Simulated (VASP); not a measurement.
# GaP (F-43m) in VASP: settings compared

GaP is run at these levels: r2SCAN, r2SCANh; tasks: relaxation of cell and atoms, single point.

Program: VASP 6.6.1. These are calculated values, not measurements. Logs are shortened: lines on timing, memory, paths and dates and some standing lists are left out, and cuts for length are marked.

### Step 1. The cell of the first run

The structure is cubic, space group F-43m (No. 216). The conventional cell has a = 5.451 Å, b = 5.451 Å, c = 5.451 Å, α = 90.00°, β = 90.00°, γ = 90.00°. Within 3.1 Å of Ga (site symmetry -43m) lie 4 P at 2.36 Å. Within 3.1 Å of P (site symmetry -43m) lie 4 Ga at 2.36 Å.

### Step 2. Relaxation of cell and atoms, r2SCAN

POSCAR reads:

```
GaP
1.0
    0.0000000000      2.7252500000      2.7252500000
    2.7252500000      0.0000000000      2.7252500000
    2.7252500000      2.7252500000      0.0000000000
Ga P
1 1
Direct
    0.0000000000      0.0000000000      0.0000000000
    0.7500000000      0.7500000000      0.7500000000
```

INCAR.step1 reads:

```
SYSTEM = GaP
  PREC = Accurate
  ENCUT = 600
  ISMEAR = -1
  SIGMA = 0.05
  LREAL = .FALSE.
  LASPH = .TRUE.
  NELM = 100
  GGA = PE
  ALGO = Normal
  EDIFF = 1E-4
  LWAVE = .TRUE.
  LCHARG = .FALSE.
```

INCAR.step2 reads:

```
SYSTEM = GaP
  PREC = Accurate
  ENCUT = 600
  EDIFF = 1E-6
  ISMEAR = -1
  SIGMA = 0.05
  LREAL = .FALSE.
  LASPH = .TRUE.
  NELM = 100
  ALGO = Normal
  ISIF = 3
  LWAVE = .FALSE.
  LCHARG = .FALSE.
  METAGGA = R2SCAN
  LMIXTAU = .TRUE.
  IBRION = 2
  NSW = 60
  EDIFFG = -0.01
  ISTART = 1
```

KPOINTS reads:

```
regular mesh
0
G
  8 8 8
  0 0 0
```

Potentials or basis: VASP PAW PBE potentials, release 64 (Ga_d, P).

Started as:

```sh
$ cat potpaw_PBE.64/Ga_d/POTCAR potpaw_PBE.64/P/POTCAR > POTCAR
$ cp INCAR.step1 INCAR
$ mpirun -np 1 vasp_std > vasp.out
$ cp INCAR.step2 INCAR
$ mpirun -np 1 vasp_std > vasp.out
```

OUTCAR:

```text
SYSTEM = GaP
   PREC = Accurate
   ENCUT = 600
   EDIFF = 1E-6
   ISMEAR = -1
   LREAL = .FALSE.
   LASPH = .TRUE.
   NELM = 100
   ISIF = 3
   METAGGA = R2SCAN
   IBRION = 2
   NSW = 60
   EDIFFG = -0.01
   ISTART = 1

 ion  position               nearest neighbor table
   1  0.000  0.000  0.000-   2 2.36   2 2.36   2 2.36   2 2.36
   2  0.750  0.750  0.750-   1 2.36   1 2.36   1 2.36   1 2.36

  LATTYP: Found a face centered cubic cell.
 ALAT       =     5.4505000000

  Lattice vectors:

 A1 = (   0.0000000000,   2.7252500000,   2.7252500000)
 A2 = (   2.7252500000,   0.0000000000,   2.7252500000)
 A3 = (   2.7252500000,   2.7252500000,   0.0000000000)

Analysis of symmetry for initial positions (statically):
=====================================================================
 Subroutine PRICEL returns:
 Original cell was already a primitive cell.

 Routine SETGRP: Setting up the symmetry group for a
 face centered cubic supercell.

 Subroutine GETGRP returns: Found 24 space group operations
 (whereof 24 operations were pure point group operations)
 out of a pool of 48 trial point group operations.

The static configuration has the point symmetry T_d .

Analysis of symmetry for dynamics (positions and initial velocities):
=====================================================================
 Subroutine PRICEL returns:
 Original cell was already a primitive cell.

 Routine SETGRP: Setting up the symmetry group for a
 face centered cubic supercell.

 Subroutine GETGRP returns: Found 24 space group operations
 (whereof 24 operations were pure point group operations)
 out of a pool of 48 trial point group operations.

The dynamic configuration has the point symmetry T_d .

 Subroutine INISYM returns: Found 24 space group operations
 (whereof 24 operations are pure point group operations),
 and found     1 'primitive' translations

----------------------------------------------------------------------------------------

                                     Primitive cell

  volume of cell :      40.4808

  direct lattice vectors                    reciprocal lattice vectors
     0.000000000  2.725250000  2.725250000    -0.183469406  0.183469406  0.183469406
     2.725250000  0.000000000  2.725250000     0.183469406 -0.183469406  0.183469406
     2.725250000  2.725250000  0.000000000     0.183469406  0.183469406 -0.183469406

  length of vectors
     3.854085511  3.854085511  3.854085511     0.317778334  0.317778334  0.317778334

  position of ions in fractional coordinates (direct lattice)
     0.000000000  0.000000000  0.000000000
     0.750000000  0.750000000  0.750000000

  ion indices of the primitive-cell ions
   primitive index   ion index
                 1           1
                 2           2

----------------------------------------------------------------------------------------

 KPOINTS: regular mesh

Automatic generation of k-mesh.
 Grid dimensions read from file:
 generate k-points for:    8    8    8

 Generating k-lattice:

  Cartesian coordinates                     Fractional coordinates (reciprocal lattice)
    -0.022933676  0.022933676  0.022933676     0.125000000  0.000000000  0.000000000
     0.022933676 -0.022933676  0.022933676     0.000000000  0.125000000  0.000000000
     0.022933676  0.022933676 -0.022933676     0.000000000  0.000000000  0.125000000

  Length of vectors
     0.039722292  0.039722292  0.039722292

  Shift w.r.t. Gamma in fractional coordinates (k-lattice)
     0.000000000  0.000000000  0.000000000

 Subroutine IBZKPT returns following result:
 ===========================================

 Found     29 irreducible k-points:

 Following reciprocal coordinates:
            Coordinates               Weight
  0.000000  0.000000  0.000000      1.000000
  0.125000  0.000000  0.000000      8.000000
  0.250000  0.000000  0.000000      8.000000
  0.375000  0.000000  0.000000      8.000000
  0.500000  0.000000  0.000000      4.000000
  0.125000  0.125000  0.000000      6.000000
[... 16 lines left out ...]
  0.500000  0.250000  0.125000     48.000000
 -0.375000  0.250000  0.125000     24.000000
 [... further k-points ...]
   k-points           NKPTS =     29   k-points in BZ     NKDIM =     29   number of bands    NBANDS=     13
   number of dos      NEDOS =    301   number of ions     NIONS =      2
   total plane-waves  NPLWV =  32768
   dimension x,y,z NGX =    32 NGY =   32 NGZ =   32
   dimension x,y,z NGXF=    64 NGYF=   64 NGZF=   64
   ions per type =               1   1
   NGX,Y,Z   is equivalent  to a cutoff of  13.80, 13.80, 13.80 a.u.
   NGXF,Y,Z  is equivalent  to a cutoff of  27.61, 27.61, 27.61 a.u.
 SYSTEM =  GaP
   PREC   = accura    normal or accurate (medium, high low for compatibility)
   ISTART =      1    job   : 0-new  1-cont  2-samecut
   ICHARG =      0    charge: 1-file 2-atom 10-const
   ISPIN  =      1    spin polarized calculation?
   LNONCOLLINEAR =      F non collinear calculations
   LSORBIT =      F    spin-orbit coupling
   LASPH  =      T    aspherical Exc in radial PAW
   ENCUT  =  600.0 eV  44.10 Ry    6.64 a.u.   7.70  7.70  7.70*2*pi/ulx,y,z
   NELM   =    100;   NELMIN=  2; NELMDL=  0     # of ELM steps
   EDIFF  = 0.1E-05   stopping-criterion for ELM
   LREAL  =      F    real-space projection
   EDIFFG = -.1E-01   stopping-criterion for IOM
   NSW    =     60    number of steps for IOM
   IBRION =      2    ionic relax: 0-MD 1-quasi-New 2-CG
   NFREE  =      1    steps in history (QN), initial steepest desc. (CG)
   ISIF   =      3    stress and relaxation
   ISYM   =      2    0-nonsym 1-usesym 2-fastsym
   POTIM  = 0.5000    time-step for ionic-motion
   TEBEG  =    0.0;   TEEND  =   0.0 temperature during run
   PSTRESS=    0.0 pullay stress
   NELECT =      18.0000    total number of electrons
   NUPDOWN=      -1.0000    fix difference up-down
   EMIN   =  10.00;   EMAX   =-10.00  energy-range for DOS
   EFERMI =   0.00;   METHOD = LEGACY
   ISMEAR =    -1;   SIGMA  =   0.05  broadening in eV -4-tet -1-fermi 0-gaus
   EFERMI_NEDOS =   21; number of points for ismear=-14 and -15
   IALGO  =     38    algorithm
   IMIX   =      4    mixing-type and parameters
     AMIX     =   0.40;   BMIX     =  1.00
     AMIX_MAG =   1.60;   BMIX_MAG =  1.00
  volume/ion in A,a.u.               =      20.24       136.59
  Fermi-wavevector in a.u.,A,eV,Ry     =   1.249538  2.361284 21.243377  1.561344
  Thomas-Fermi vector in A             =   2.383574
   LORBIT       =      0    0 simple, 1 ext, 2 COOP (PROOUT), +10 PAW based schemes
   METAGGA = R2SCAN    functional components
   LHFCALC =     F    Hartree Fock is set to
   AEXX    =    0.0000 exact exchange contribution
   IVDW    =     0    specifies the selected vdW correction
   LEPSILON=     F    determine dielectric tensor
   LRPA    =     F    only Hartree local field effects (RPA)
 conjugate gradient relaxation of ions
 non-spin polarized calculation
  energy-cutoff  :      600.00
  volume of cell :       40.48
 maximum number of plane-waves:      1365
   NGX = 15   NGY = 15   NGZ = 15

 number of electron      18.0000003 magnetization

 Free energy of the ion-electron system (eV)
  ---------------------------------------------------
  ext. energy  EPLUGINS =         0.00000000
  ---------------------------------------------------
  free energy    TOTEN  =       -21.46423268 eV

  energy without entropy =      -21.46423268  energy(sigma->0) =      -21.46423268

 E-fermi :   5.3933     XC(G=0): -10.5487

 val. band max:        4.4619949615   @ k =   0.0000   0.0000   0.0000
 cond. band min:       6.3643472675   @ k =   0.3750   0.3750   0.0000
 fundamental gap:      1.9023523060
 Fermi energy:         5.3933037200

 k-point     1 :       0.0000    0.0000    0.0000
  band No.  band energies     occupation
      1     -10.5282      2.00000
      2     -10.5282      2.00000
      3     -10.5282      2.00000
      4     -10.4150      2.00000
      5     -10.4150      2.00000
      6      -8.5592      2.00000
      7       4.4620      2.00000
      8       4.4620      2.00000
      9       4.4620      2.00000
     10       6.8063      0.00000
     11       8.6531      0.00000
     12       8.6532      0.00000
     13       8.6532      0.00000

 k-point     2 :       0.1250    0.0000    0.0000
  band No.  band energies     occupation
      1     -10.5444      2.00000
      2     -10.5231      2.00000
      3     -10.5231      2.00000
      4     -10.4150      2.00000
      5     -10.4150      2.00000
      6      -8.3457      2.00000
      7       2.8370      2.00000
      8       4.2237      2.00000
      9       4.2237      2.00000
     10       7.3466      0.00000
     11       9.0196      0.00000
     12       9.0196      0.00000
     13       9.3256      0.00000

 k-point     3 :       0.2500    0.0000    0.0000
  band No.  band energies     occupation
      1     -10.5791      2.00000
      2     -10.5122      2.00000
      3     -10.5122      2.00000
      4     -10.4137      2.00000
      5     -10.4137      2.00000
      6      -7.7433      2.00000
      7       0.4963      2.00000
      8       3.7718      2.00000
      9       3.7718      2.00000
     10       7.0044      0.00000
     11       9.5507      0.00000
     12       9.5507      0.00000
     13      11.3468      0.00000

 k-point     4 :       0.3750    0.0000    0.0000
  band No.  band energies     occupation
      1     -10.6093      2.00000
      2     -10.5036      2.00000
      3     -10.5036      2.00000
      4     -10.4099      2.00000
      5     -10.4099      2.00000
      6      -6.9074      2.00000
      7      -1.4810      2.00000
      8       3.4202      2.00000
      9       3.4202      2.00000
     10       6.6352      0.00000
     11       9.5952      0.00000
     12       9.5952      0.00000
     13      13.0534      0.00000

 k-point     5 :       0.5000    0.0000    0.0000
  band No.  band energies     occupation
      1     -10.6210      2.00000
      2     -10.5008      2.00000
      3     -10.5008      2.00000
      4     -10.4076      2.00000
      5     -10.4076      2.00000
      6      -6.3979      2.00000
      7      -2.3827      2.00000
      8       3.2933      2.00000
      9       3.2933      2.00000
     10       6.5021      0.00000
     11       9.5193      0.00000
     12       9.5194      0.00000
     13      13.2950      0.00000
[... 257 lines left out ...]
 k-point    22 :       0.3750    0.2500    0.1250
  band No.  band energies     occupation
      1     -10.6048      2.00000
      2     -10.4992      2.00000
      3     -10.4950      2.00000
      4     -10.4263      2.00000
      5     -10.4054      2.00000
      6      -7.2327      2.00000
      7       0.0131      2.00000
      8       1.9875      2.00000
      9       3.1477      2.00000
     10       8.0679      0.00000
     11       8.9855      0.00000
     12      10.2735      0.00000
     13      11.4496      0.00000

 k-point    23 :       0.5000    0.2500    0.1250
  band No.  band energies     occupation
      1     -10.6223      2.00000
      2     -10.4945      2.00000
      3     -10.4852      2.00000
      4     -10.4242      2.00000
      5     -10.4055      2.00000
      6      -6.4468      2.00000
      7      -1.4049      2.00000
      8       1.3317      2.00000
      9       2.6753      2.00000
     10       8.2919      0.00000
     11       9.2840      0.00000
     12      10.5824      0.00000
     13      12.0662      0.00000

 k-point    24 :      -0.3750    0.2500    0.1250
  band No.  band energies     occupation
      1     -10.6287      2.00000
      2     -10.4935      2.00000
      3     -10.4816      2.00000
      4     -10.4205      2.00000
      5     -10.4073      2.00000
      6      -5.9749      2.00000
      7      -2.1523      2.00000
      8       1.1737      2.00000
      9       2.4522      2.00000
     10       8.2867      0.00000
     11       9.1099      0.00000
     12      11.3843      0.00000
     13      12.8990      0.00000

 [... further k-points ...]

------------------------ aborting loop because EDIFF is reached ----------------------------------------

  FORCE on cell =-STRESS in cart. coord.  units (eV):
  Direction    XX          YY          ZZ          XY          YZ          ZX
  --------------------------------------------------------------------------------------
  -------------------------------------------------------------------------------------
  Total       -0.0070143     -0.0070143     -0.0070143     -0.0000000     -0.0000000      0.0000000
  in kB       -0.2776159     -0.2776159     -0.2776159     -0.0000000     -0.0000000      0.0000000
  external PRESSURE =      -0.2776159 kB  Pullay stress =       0.0000000 kB

 VOLUME and BASIS-vectors are now :
 -----------------------------------------------------------------------------
  energy-cutoff  :      600.00
  volume of cell :       40.48
      direct lattice vectors                 reciprocal lattice vectors
     0.000000000  2.725250000  2.725250000    -0.183469406  0.183469406  0.183469406
     2.725250000  0.000000000  2.725250000     0.183469406 -0.183469406  0.183469406
     2.725250000  2.725250000  0.000000000     0.183469406  0.183469406 -0.183469406

 POSITION                                       TOTAL-FORCE (eV/Angst)
 -----------------------------------------------------------------------------------
      0.00000      0.00000      0.00000         0.000000     -0.000000      0.000000
      4.08788      4.08788      4.08788        -0.000000      0.000000     -0.000000
 -----------------------------------------------------------------------------------
    total drift:                               -0.000017     -0.000017     -0.000017

  FREE ENERGIE OF THE ION-ELECTRON SYSTEM (eV)
  ---------------------------------------------------
  free  energy   TOTEN  =       -21.4642326759 eV

  energy  without entropy=      -21.4642326757  energy(sigma->0) =      -21.46423268

 reached required accuracy - stopping structural energy minimisation
```

Run time: 2.8 min. Hardware: 1 thread of AMD EPYC 7R13, shared host; peak memory 0.16 GiB.

What came out:

| Item | Value |
| --- | --- |
| Free energy | -21.4642 eV |
| Pressure after relaxing | 0.0 GPa |
| Band gap on the k mesh | 1.90 eV (least direct gap 2.34 eV) |

Final structure:
```xyz
2
Lattice="0.0000 2.7252 2.7252 2.7252 0.0000 2.7252 2.7252 2.7252 0.0000" Properties=species:S:1:pos:R:3 pbc="T T T"
Ga    0.0000    0.0000    0.0000
P     4.0879    4.0879    4.0879
```

Caveat: the relaxation stopped at its first step, so nothing moved; the PAW data sets were made with another functional, which shifts forces and pressure a little.

### Step 3. Single point, r2SCANh

This run uses another cell than the first one, of 19.03 Å³/atom.

POSCAR reads:

```
GaP
1.0
    0.0000000000      2.6696170428      2.6696170428
    2.6696170428      0.0000000000      2.6696170428
    2.6696170428      2.6696170428      0.0000000000
Ga P
1 1
Direct
    0.0000000000      0.0000000000      0.0000000000
    0.7500000000      0.7500000000      0.7500000000
```

INCAR.step1 reads:

```
SYSTEM = GaP
PREC = Accurate
ENCUT = 520
EDIFF = 1E-5
ISMEAR = -1
SIGMA = 0.05
LREAL = .False.
LASPH = .True.
NELM = 60
ALGO = Normal
ISIF = 2
LWAVE = .True.
LCHARG = .False.
NBANDS = 16
GGA = PE
```

INCAR.step2 reads:

```
SYSTEM = GaP
PREC = Accurate
ENCUT = 520
EDIFF = 1E-6
ISMEAR = -1
SIGMA = 0.05
LREAL = .False.
LASPH = .True.
NELM = 60
ALGO = Normal
ISIF = 2
LWAVE = .False.
LCHARG = .False.
METAGGA = R2SCAN
LHFCALC = .True.
AEXX = 0.1
LMIXTAU = .True.
PRECFOCK = Normal
NBANDS = 16
ISTART = 1
```

KPOINTS reads:

```
regular mesh
0
Gamma
  4 4 4
  0 0 0
```

Potentials or basis: VASP PAW PBE potentials, release 64 (Ga_d, P).

Started as:

```sh
$ cat potpaw_PBE.64/Ga_d/POTCAR potpaw_PBE.64/P/POTCAR > POTCAR
$ cp INCAR.step1 INCAR
$ mpirun -np 1 vasp_std > vasp.out
$ cp INCAR.step2 INCAR
$ mpirun -np 1 vasp_std > vasp.out
```

Wall time 13 min (1 thread of AMD EPYC 7R43 (Zen 3), shared host); peak memory 0.14 GiB.

The run converged. Its results:

```
Free energy            : -21.1416 eV
Pressure               : 6.5 GPa
Band gap on the k mesh : 2.27 eV (least direct gap 3.51 eV)
```

Levels at points of the mesh, in eV from the valence-band top:
```tsv
k point	band 6	band 7	band 8	band 9	band 10	band 11	band 12	band 13
(0.00, 0.00, 0.00)	-13.99	0.00	0.00	0.00	3.51	4.75	4.75	4.75
(0.50, 0.00, 0.00)	-11.55	-7.48	-1.31	-1.31	2.81	5.62	5.62	9.54
(0.50, 0.50, 0.00)	-10.50	-7.52	-3.13	-3.13	2.27	2.57	12.61	12.61
```

Caveat: the k points lie up to 0.51 Å⁻¹ apart; the PAW data sets were made with another functional, which shifts forces and pressure a little. A k mesh can miss the band edges.

### Step 4. Single point, r2SCANh

This run uses another cell than the first one, of 19.43 Å³/atom.

POSCAR reads:

```
GaP
1.0
    0.0000000000      2.6884177822      2.6884177822
    2.6884177822      0.0000000000      2.6884177822
    2.6884177822      2.6884177822      0.0000000000
Ga P
1 1
Direct
    0.0000000000      0.0000000000      0.0000000000
    0.7500000000      0.7500000000      0.7500000000
```

INCAR.step1 reads:

```
SYSTEM = GaP
ALGO     = Normal         ! electronic algorithm
EDIFF    = 1E-5           ! SCF threshold, eV
ENCUT    = 520            ! plane-wave cutoff, eV
GGA      = PE             ! functional
ISIF     = 2              ! what is computed and relaxed
ISMEAR   = -1             ! smearing method
LASPH    = .True.         ! aspherical terms in the spheres
LREAL    = .False.        ! projectors in reciprocal space
LWAVE    = .True.         ! write WAVECAR
NBANDS   = 16             ! bands
NELM     = 80             ! most SCF steps
PREC     = Accurate       ! precision mode
SIGMA    = 0.05           ! smearing width, eV
```

INCAR.step2 reads:

```
SYSTEM = GaP
AEXX     = 0.1            ! exact-exchange fraction
ALGO     = Normal         ! electronic algorithm
EDIFF    = 1E-6           ! SCF threshold, eV
ENCUT    = 520            ! plane-wave cutoff, eV
ISIF     = 2              ! what is computed and relaxed
ISMEAR   = -1             ! smearing method
ISTART   = 1            
LASPH    = .True.         ! aspherical terms in the spheres
LCHARG   = .True.         ! write CHGCAR
LELF     = .True.         ! ELF
LHFCALC  = .True.         ! exact exchange
LMIXTAU  = .True.       
LREAL    = .False.        ! projectors in reciprocal space
LVHAR    = .True.       
LWAVE    = .False.        ! write WAVECAR
METAGGA  = R2SCAN         ! meta-GGA
NBANDS   = 16             ! bands
NELM     = 80             ! most SCF steps
PREC     = Accurate       ! precision mode
PRECFOCK = Normal       
SIGMA    = 0.05           ! smearing width, eV
```

KPOINTS reads:

```
k-points
0
Gamma
  4 4 4
  0 0 0
```

Started as:

```sh
$ cat potpaw_PBE.64/Ga_d/POTCAR potpaw_PBE.64/P/POTCAR > POTCAR
$ cp INCAR.step1 INCAR
$ mpirun -np 1 vasp_std > vasp.out
$ cp INCAR.step2 INCAR
$ mpirun -np 1 vasp_std > vasp.out
```

Run time: 11 min. Hardware: 1 thread of AMD EPYC 7R43 (Zen 3), shared host; peak memory 0.14 GiB.

It converged, with:

| Item | Value |
| --- | --- |
| Free energy | -21.1679 eV |
| Pressure | 4.1 GPa |
| Band gap on the k mesh | 2.31 eV (least direct gap 3.31 eV) |

Levels at points of the mesh, in eV from the valence-band top:
```
           k point  band 6  band 7  band 8  band 9  band 10  band 11  band 12  band 13
(0.00, 0.00, 0.00)  -13.81    0.00    0.00    0.00     3.31     4.76     4.76     4.76
(0.50, 0.00, 0.00)  -11.45   -7.35   -1.27   -1.27     2.74     5.63     5.63     9.50
(0.50, 0.50, 0.00)  -10.42   -7.41   -3.05   -3.05     2.31     2.59    12.45    12.45
```

Caveat: the k points lie up to 0.51 Å⁻¹ apart; the PAW data sets were made with another functional, which shifts forces and pressure a little. A k mesh can miss the band edges.

[end of part 1 of 2]
